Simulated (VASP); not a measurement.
Write the native input for VASP 6.6.1 that does the following.

| Item | Value |
| --- | --- |
| Task | single point |
| Functional | PBE |
| Potentials or basis | VASP PAW PBE potentials, release 64 (Ti_sv, Al) |
| Cutoff | 520 eV |
| k mesh | 15 × 15 × 6 |
| Occupations | gaussian, width 0.15 eV |
| Spin | no spin polarisation |
| Dipole correction | no |
| Further INCAR settings | ALGO = Fast; EDIFF = 1e-06; NBANDS = 28 |

The structure of Ti3Al lies in POSCAR:

```
Ti3Al
1.0
    2.9837618340      0.0000000000      0.0000000000
   -1.4918809170      2.5840135471      0.0000000000
    0.0000000000      0.0000000000      8.9002631747
Ti Al
3 1
Direct
    0.6666666667      0.3333333333      0.0000000000
    0.3333333333      0.6666666667      0.7450413502
    0.3333333333      0.6666666667      0.2549586498
    0.6666666667      0.3333333333      0.5000000000
```

This cell differs from its parent crystal: atoms shifted along a free coordinate, c/a of the conventional cell at fixed volume 2.9829.

These files were run (other wordings do the same):

INCAR

```
SYSTEM = Ti3Al
  ALGO = Fast
  EDIFF = 1E-6
  ENCUT = 520
  GGA = PE
  ISIF = 2
  ISMEAR = 0
  LASPH = .True.
  LCHARG = .False.
  LREAL = .False.
  LWAVE = .False.
  NBANDS = 28
  NELM = 60
  PREC = Accurate
  SIGMA = 0.15
```

KPOINTS

```
k-points
0
Gamma
  15 15 6
  0 0 0
```

Potentials or basis: VASP PAW PBE potentials, release 64 (Ti_sv, Al).

Launch:

```bash
$ cat potpaw_PBE.64/Ti_sv/POTCAR potpaw_PBE.64/Al/POTCAR > POTCAR
$ mpirun -np 1 vasp_std > vasp.out
```

Results of the run:

The pressure is 0.5 GPa and the largest force is 0.518 eV/Å. The band gap on the k mesh is zero (an odd number of electrons rules out a gap without spin polarisation).

Caveat: the stress differs along the axes, from -3 to 7 GPa.

Wall time 22 min on 1 thread of Intel Xeon 8259CL (shared host), peak memory 0.32 GiB.
